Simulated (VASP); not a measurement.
## BaHfO3 (v.bB): single point with PBE

BaHfO3 (v.bB):

```
Ba Hf O
1.0
     4.20662    0.00000    0.00000
     0.00000    4.20662    0.00000
     0.00000    0.00000    4.20662
Ba Hf O
1 1 3
Direct
  0.00000 0.00000 0.00000
  0.50000 0.50000 0.50000
  0.50000 0.50000 0.00000
  0.00000 0.50000 0.50000
  0.50000 0.00000 0.50000
```

| Property | Result |
| --- | --- |
| Program | VASP 6.6.1 |
| Task | single point |
| Functional | PBE |
| Potentials or basis | VASP PAW PBE potentials, release 64 (Ba_sv, Hf_pv, O) |
| Cutoff | 600 eV |
| k mesh | 6 × 6 × 6 |
| Occupations | gaussian, width 0.02 eV |
| Spin | no spin polarisation |

| Property | Result |
| --- | --- |
| Pressure | -0.8 GPa |
| Band gap on the k mesh | 3.54 eV, indirect (least direct gap 3.78 eV) |

Levels at points of the mesh, in eV from the valence-band top:
| k point | band 16 | band 17 | band 18 | band 19 | band 20 | band 21 | band 22 | band 23 |
| --- | --- | --- | --- | --- | --- | --- | --- | --- |
| (0.00, 0.00, 0.00) | -0.95 | -0.24 | -0.24 | -0.24 | 3.54 | 3.54 | 3.54 | 4.67 |
| (0.50, 0.00, 0.00) | -1.69 | -1.63 | -0.55 | -0.55 | 4.07 | 6.20 | 6.20 | 6.41 |
| (0.50, 0.50, 0.00) | -1.07 | -0.93 | -0.93 | -0.08 | 6.10 | 6.10 | 6.46 | 6.81 |
| (0.50, 0.50, 0.50) | -2.50 | 0.00 | 0.00 | 0.00 | 5.94 | 5.94 | 5.94 | 7.61 |

It took 24 s on 1 thread of Intel(R) Xeon(R) 6975P-C (Granite Rapids), with other jobs on the host, peak memory 0.22 GiB.

Caveat: spin-orbit coupling is left out, which moves the levels of the heavy elements. Expect the measured gap to be larger: semilocal functionals such as PBE lack the derivative discontinuity.
